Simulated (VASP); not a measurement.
# Zn5CdS6 (P31m) in VASP: single point with PBE

Aim: the single point of Zn5CdS6 with PBE.

Program: VASP 6.6.1. These are calculated values, not measurements. Logs are shortened: lines on timing, memory, paths and dates and some standing lists are left out, and cuts for length are marked.

## (1) The cell of the first run

The structure is trigonal, space group P31m (No. 157). Conventional cell: a = 6.758 Å, b = 6.758 Å, c = 6.387 Å, α = 90.00°, β = 90.00°, γ = 120.00°. Within 3.1 Å of Zn (site symmetry m) lie 4 S at 2.36 to 2.38 Å. Zn (site symmetry 3) has 4 S at 2.34 to 2.37 Å within 3.1 Å. Within 3.4 Å of Cd (site symmetry 3m) lie 4 S at 2.54 to 2.56 Å. S (site symmetry m) has 3 Zn at 2.34 to 2.36 Å and 1 Cd at 2.54 Å within 3.1 Å. S (site symmetry 3m) has 3 Zn at 2.38 Å and 1 Cd at 2.56 Å within 3.1 Å. Within 3.1 Å of S (site symmetry 3) lie 4 Zn at 2.37 to 2.38 Å.

## (2) Single point, PBE

File POSCAR:

```
Zn5CdS6
1.0
    6.7584826269      0.0000000000      0.0000000000
   -3.3792413134      5.8530176460      0.0000000000
    0.0000000000      0.0000000000      6.3871779981
Zn Cd S
5 1 6
Direct
    0.6605507339      0.0000000000      0.9996030379
    0.3394492661      0.3394492661      0.9996030379
    0.0000000000      0.6605507339      0.9996030379
    0.6666666667      0.3333333333      0.5003829872
    0.3333333333      0.6666666667      0.5003829872
    0.0000000000      0.0000000000      0.5007161439
    0.6453985147      0.0000000000      0.3689554752
    0.3546014853      0.3546014853      0.3689554752
    0.0000000000      0.6453985147      0.3689554752
    0.0000000000      0.0000000000      0.9007391271
    0.6666666667      0.3333333333      0.8710516078
    0.3333333333      0.6666666667      0.8710516078
```

File INCAR.step1:

```
SYSTEM = Zn5CdS6
  ALGO = Normal
  EDIFF = 1E-6
  ENCUT = 520
  GGA = PE
  ISIF = 2
  ISMEAR = 0
  LASPH = .True.
  LCHARG = .True.
  LREAL = .False.
  LWAVE = .False.
  NBANDS = 66
  NELM = 100
  PREC = Accurate
  SIGMA = 0.02
```

File KPOINTS.step1:

```
k-points
0
Gamma
  6 6 4
  0 0 0
```

File INCAR.step2:

```
SYSTEM = Zn5CdS6
  ALGO = Normal
  EDIFF = 1E-6
  ENCUT = 520
  GGA = PE
  ICHARG = 11
  ISIF = 2
  ISMEAR = -5
  LASPH = .True.
  LCHARG = .False.
  LORBIT = 11
  LREAL = .False.
  LWAVE = .False.
  NBANDS = 66
  NEDOS = 1001
  NELM = 100
  PREC = Accurate
  SIGMA = 0.02
```

File KPOINTS.step2:

```
k-points
0
Gamma
  9 9 6
  0 0 0
```

Potentials or basis: VASP PAW PBE potentials, release 64 (Zn, Cd, S).

On the command line:

```sh
> cat potpaw_PBE.64/Zn/POTCAR potpaw_PBE.64/Cd/POTCAR potpaw_PBE.64/S/POTCAR > POTCAR
> cp INCAR.step1 INCAR
> cp KPOINTS.step1 KPOINTS
> mpirun -np 1 vasp_std > vasp.out
> cp INCAR.step2 INCAR
> cp KPOINTS.step2 KPOINTS
> mpirun -np 1 vasp_std > vasp.out
```

OUTCAR:

```text
SYSTEM = Zn5CdS6
   EDIFF = 1E-6
   ENCUT = 520
   GGA = PE
   ICHARG = 11
   ISIF = 2
   ISMEAR = -5
   LASPH = .True.
   LORBIT = 11
   LREAL = .False.
   NELM = 100
   PREC = Accurate

 ion  position               nearest neighbor table
   1  0.661  0.000  1.000-   7 2.36  11 2.38  12 2.38  10 2.38
   2  0.339  0.339  1.000-   8 2.36  11 2.38  12 2.38  10 2.38
   3  0.000  0.661  1.000-   9 2.36  12 2.38  11 2.38  10 2.38
   4  0.667  0.333  0.500-   7 2.34   9 2.34   8 2.34  11 2.37
   5  0.333  0.667  0.500-   9 2.34   7 2.34   8 2.34  12 2.37
   6  0.000  0.000  0.501-   7 2.54   9 2.54   8 2.54  10 2.56
   7  0.645  0.000  0.369-   4 2.34   5 2.34   1 2.36   6 2.54
   8  0.355  0.355  0.369-   4 2.34   5 2.34   2 2.36   6 2.54
   9  0.000  0.645  0.369-   5 2.34   4 2.34   3 2.36   6 2.54
  10  0.000  0.000  0.901-   1 2.38   3 2.38   2 2.38   6 2.56
  11  0.667  0.333  0.871-   4 2.37   1 2.38   3 2.38   2 2.38
  12  0.333  0.667  0.871-   5 2.37   3 2.38   1 2.38   2 2.38

  LATTYP: Found a hexagonal cell.
 ALAT       =     6.7584826269
 C/A-ratio  =     0.9450609480

  Lattice vectors:

 A1 = (   6.7584826269,   0.0000000000,   0.0000000000)
 A2 = (  -3.3792413134,   5.8530176460,   0.0000000000)
 A3 = (   0.0000000000,   0.0000000000,   6.3871779981)

Analysis of symmetry for initial positions (statically):
=====================================================================
 Subroutine PRICEL returns:
 Original cell was already a primitive cell.

 Routine SETGRP: Setting up the symmetry group for a
 hexagonal supercell.

 Subroutine GETGRP returns: Found  6 space group operations
 (whereof  6 operations were pure point group operations)
 out of a pool of 24 trial point group operations.

The static configuration has the point symmetry C_3v.

Analysis of symmetry for dynamics (positions and initial velocities):
=====================================================================
 Subroutine PRICEL returns:
 Original cell was already a primitive cell.

 Routine SETGRP: Setting up the symmetry group for a
 hexagonal supercell.

 Subroutine GETGRP returns: Found  6 space group operations
 (whereof  6 operations were pure point group operations)
 out of a pool of 24 trial point group operations.

The dynamic configuration has the point symmetry C_3v.

 Subroutine INISYM returns: Found  6 space group operations
 (whereof  6 operations are pure point group operations),
 and found     1 'primitive' translations

----------------------------------------------------------------------------------------

                                     Primitive cell

  volume of cell :     252.6609

  direct lattice vectors                    reciprocal lattice vectors
     6.758482627  0.000000000  0.000000000     0.147962206  0.085426020  0.000000000
    -3.379241313  5.853017646  0.000000000     0.000000000  0.170852039  0.000000000
     0.000000000  0.000000000  6.387177998     0.000000000  0.000000000  0.156563666

  length of vectors
     6.758482627  6.758482627  6.387177998     0.170852039  0.170852039  0.156563666

  position of ions in fractional coordinates (direct lattice)
     0.660550734  0.000000000  0.999603038
     0.339449266  0.339449266  0.999603038
     0.000000000  0.660550734  0.999603038
     0.666666667  0.333333333  0.500382987
     0.333333333  0.666666667  0.500382987
     0.000000000  0.000000000  0.500716144
     0.645398515  0.000000000  0.368955475
     0.354601485  0.354601485  0.368955475
     0.000000000  0.645398515  0.368955475
     0.000000000  0.000000000  0.900739127
     0.666666667  0.333333333  0.871051608
     0.333333333  0.666666667  0.871051608

  ion indices of the primitive-cell ions
   primitive index   ion index
                 1           1
                 2           2
                 3           3
                 4           4
                 5           5
                 6           6
                 7           7
                 8           8
                 9           9
                10          10
                11          11
                12          12

----------------------------------------------------------------------------------------

 KPOINTS: k-points

Automatic generation of k-mesh.
 Grid dimensions read from file:
 generate k-points for:    9    9    6

 Generating k-lattice:

  Cartesian coordinates                     Fractional coordinates (reciprocal lattice)
     0.016440245  0.009491780  0.000000000     0.111111111  0.000000000  0.000000000
     0.000000000  0.018983560  0.000000000     0.000000000  0.111111111  0.000000000
     0.000000000  0.000000000  0.026093944     0.000000000  0.000000000  0.166666667

  Length of vectors
     0.018983560  0.018983560  0.026093944

  Shift w.r.t. Gamma in fractional coordinates (k-lattice)
     0.000000000  0.000000000  0.000000000

 TETIRR: Found    925 inequivalent tetrahedra from     2916

 Subroutine IBZKPT returns following result:
 ===========================================

 Found     62 irreducible k-points:

 Following reciprocal coordinates:
            Coordinates               Weight
  0.000000  0.000000  0.000000      1.000000
  0.111111 -0.000000  0.000000      6.000000
  0.222222 -0.000000  0.000000      6.000000
  0.333333 -0.000000  0.000000      6.000000
  0.444444 -0.000000  0.000000      6.000000
  0.111111  0.111111  0.000000      6.000000
[... 16 lines left out ...]
 -0.111111  0.444444  0.166667     12.000000
  0.444444  0.111111  0.166667      6.000000
 [... further k-points ...]
   k-points           NKPTS =     62   k-points in BZ     NKDIM =     62   number of bands    NBANDS=     66
   number of dos      NEDOS =   1001   number of ions     NIONS =     12
   total plane-waves  NPLWV = 120000
   dimension x,y,z NGX =    50 NGY =   50 NGZ =   48
   dimension x,y,z NGXF=   100 NGYF=  100 NGZF=   96
   ions per type =               5   1   6
   NGX,Y,Z   is equivalent  to a cutoff of  12.30, 12.30, 12.49 a.u.
   NGXF,Y,Z  is equivalent  to a cutoff of  24.60, 24.60, 24.99 a.u.
 SYSTEM =  Zn5CdS6
   PREC   = accura    normal or accurate (medium, high low for compatibility)
   ISTART =      0    job   : 0-new  1-cont  2-samecut
   ICHARG =     11    charge: 1-file 2-atom 10-const
   ISPIN  =      1    spin polarized calculation?
   LNONCOLLINEAR =      F non collinear calculations
   LSORBIT =      F    spin-orbit coupling
   LASPH  =      T    aspherical Exc in radial PAW
   ENCUT  =  520.0 eV  38.22 Ry    6.18 a.u.  12.57 12.57 11.88*2*pi/ulx,y,z
   NELM   =    100;   NELMIN=  2; NELMDL=  0     # of ELM steps
   EDIFF  = 0.1E-05   stopping-criterion for ELM
   LREAL  =      F    real-space projection
   EDIFFG = 0.1E-04   stopping-criterion for IOM
   NSW    =      0    number of steps for IOM
   IBRION =     -1    ionic relax: 0-MD 1-quasi-New 2-CG
   NFREE  =      0    steps in history (QN), initial steepest desc. (CG)
   ISIF   =      2    stress and relaxation
   ISYM   =      2    0-nonsym 1-usesym 2-fastsym
   POTIM  = 0.5000    time-step for ionic-motion
   TEBEG  =    0.0;   TEEND  =   0.0 temperature during run
   PSTRESS=    0.0 pullay stress
   NELECT =     108.0000    total number of electrons
   NUPDOWN=      -1.0000    fix difference up-down
   EMIN   =  10.00;   EMAX   =-10.00  energy-range for DOS
   EFERMI =   0.00;   METHOD = LEGACY
   ISMEAR =    -5;   SIGMA  =   0.02  broadening in eV -4-tet -1-fermi 0-gaus
   EFERMI_NEDOS =   21; number of points for ismear=-14 and -15
   IALGO  =     38    algorithm
   IMIX   =      4    mixing-type and parameters
     AMIX     =   0.40;   BMIX     =  1.00
     AMIX_MAG =   1.60;   BMIX_MAG =  1.00
  volume/ion in A,a.u.               =      21.06       142.09
  Fermi-wavevector in a.u.,A,eV,Ry     =   1.233209  2.330427 20.691805  1.520805
  Thomas-Fermi vector in A             =   2.367949
   LORBIT       =     11    0 simple, 1 ext, 2 COOP (PROOUT), +10 PAW based schemes
   GGA     = PE    functional components
   LHFCALC =     F    Hartree Fock is set to
   AEXX    =    0.0000 exact exchange contribution
   IVDW    =     0    specifies the selected vdW correction
   LEPSILON=     F    determine dielectric tensor
   LRPA    =     F    only Hartree local field effects (RPA)
 non-spin polarized calculation
 Fermi weights with tetrahedron method with Bloechl corrections
  energy-cutoff  :      520.00
  volume of cell :      252.66
 maximum number of plane-waves:      6852

 number of electron     108.0000078 magnetization

 Free energy of the ion-electron system (eV)
  ---------------------------------------------------
  ext. energy  EPLUGINS =         0.00000000
  ---------------------------------------------------
  free energy    TOTEN  =       -40.30923077 eV

  energy without entropy =      -40.30923077  energy(sigma->0) =      -40.30923077

 E-fermi :   1.7589     XC(G=0):  -9.4284

 val. band max:        1.7585646943   @ k =   0.0000   0.0000   0.0000
 cond. band min:       3.5980100923   @ k =   0.0000   0.0000   0.0000
 fundamental gap:      1.8394453980
 Fermi energy:         1.7588645603

 k-point     1 :       0.0000    0.0000    0.0000
  band No.  band energies     occupation
      1     -11.1065      2.00000
      2     -10.3009      2.00000
      3     -10.1168      2.00000
      4     -10.1093      2.00000
      5     -10.1092      2.00000
      6     -10.0742      2.00000
[... 58 lines left out ...]
     65       8.3692      0.00000
     66       9.2811      0.00000

 k-point     2 :       0.1111   -0.0000    0.0000
  band No.  band energies     occupation
      1     -11.0822      2.00000
      2     -10.2901      2.00000
      3     -10.1916      2.00000
      4     -10.1477      2.00000
      5     -10.0618      2.00000
      6     -10.0503      2.00000
[... 58 lines left out ...]
     65       8.4423      0.00000
     66       9.1396      0.00000

 k-point     3 :       0.2222   -0.0000    0.0000
  band No.  band energies     occupation
      1     -11.0117      2.00000
      2     -10.3040      2.00000
      3     -10.2605      2.00000
      4     -10.1941      2.00000
      5     -10.0408      2.00000
      6     -10.0296      2.00000
[... 1438 lines left out ...]
     65       7.9950      0.00000
     66       8.2059      0.00000

 k-point    24 :       0.4444    0.1111    0.1667
  band No.  band energies     occupation
      1     -10.6813      2.00000
      2     -10.5795      2.00000
      3     -10.3112      2.00000
      4     -10.1534      2.00000
      5     -10.1089      2.00000
      6     -10.0450      2.00000
[... 58 lines left out ...]
     65       7.9536      0.00000
     66       8.2438      0.00000

 [... further k-points ...]

------------------------ aborting loop because EDIFF is reached ----------------------------------------

  FORCE on cell =-STRESS in cart. coord.  units (eV):
  Direction    XX          YY          ZZ          XY          YZ          ZX
  --------------------------------------------------------------------------------------
  -------------------------------------------------------------------------------------
  Total        0.3544734      0.3544734      0.3842897      0.0000000      0.0000000      0.0000000
  in kB        2.2477926      2.2477926      2.4368642      0.0000000      0.0000000      0.0000000
  external PRESSURE =       2.3108164 kB  Pullay stress =       0.0000000 kB

 VOLUME and BASIS-vectors are now :
 -----------------------------------------------------------------------------
  energy-cutoff  :      520.00
  volume of cell :      252.66
      direct lattice vectors                 reciprocal lattice vectors
     6.758482627  0.000000000  0.000000000     0.147962206  0.085426020  0.000000000
    -3.379241313  5.853017646  0.000000000     0.000000000  0.170852039  0.000000000
     0.000000000  0.000000000  6.387177998     0.000000000  0.000000000  0.156563666

 POSITION                                       TOTAL-FORCE (eV/Angst)
 -----------------------------------------------------------------------------------
      4.46432      0.00000      6.38464        -0.002026      0.000000     -0.006334
      1.14708      1.98680      6.38464         0.001013      0.001755     -0.006334
     -2.23216      3.86622      6.38464         0.001013     -0.001755     -0.006334
      3.37924      1.95101      3.19604        -0.000000     -0.000000      0.010958
     -0.00000      3.90201      3.19604        -0.000000      0.000000      0.010958
      0.00000      0.00000      3.19816         0.000000      0.000000     -0.000470
      4.36191      0.00000      2.35658        -0.009781      0.000000     -0.009583
      1.19828      2.07549      2.35658         0.004891      0.008471     -0.009583
     -2.18096      3.77753      2.35658         0.004891     -0.008471     -0.009583
      0.00000      0.00000      5.75318         0.000000     -0.000000      0.017659
      3.37924      1.95101      5.56356         0.000000      0.000000      0.004322
     -0.00000      3.90201      5.56356         0.000000     -0.000000      0.004322
 -----------------------------------------------------------------------------------
    total drift:                                0.000002      0.000003     -0.001211

  FREE ENERGIE OF THE ION-ELECTRON SYSTEM (eV)
  ---------------------------------------------------
  free  energy   TOTEN  =       -40.3092307739 eV

  energy  without entropy=      -40.3092307739  energy(sigma->0) =      -40.30923077

 total charge

# of ion       s       p       d       tot
------------------------------------------
    1        0.506   0.438   9.797  10.740
    2        0.506   0.438   9.797  10.740
    3        0.506   0.438   9.797  10.740
    4        0.515   0.467   9.800  10.782
    5        0.515   0.467   9.800  10.782
    6        0.423   0.318   9.563  10.304
    7        1.318   2.425   0.000   3.743
    8        1.318   2.425   0.000   3.743
    9        1.318   2.425   0.000   3.743
   10        1.318   2.410   0.000   3.728
   11        1.316   2.415   0.000   3.732
   12        1.316   2.415   0.000   3.732
--------------------------------------------------
tot         10.876  17.081  58.553  86.510
```

Wall time 22 min (1 thread of Oxide Virtual Turin-like, shared host); peak memory 0.83 GiB.

What came out:

```
Valence electrons inside the program's atomic spheres : Zn 10.74, 10.78 (each value once); Cd 10.30; S 3.74, 3.73 (each value once)
```

Levels at points of the mesh, in eV from the valence-band top:
```tsv
k point	band 50	band 51	band 52	band 53	band 54	band 55	band 56	band 57	band 58	band 59
(0.00, 0.00, 0.00)	-0.84	-0.84	-0.09	0.00	0.00	1.84	2.96	4.42	4.42	5.24
(0.00, 0.00, 0.50)	-1.04	-0.54	-0.54	-0.35	-0.35	3.19	3.43	4.25	4.45	4.45
```
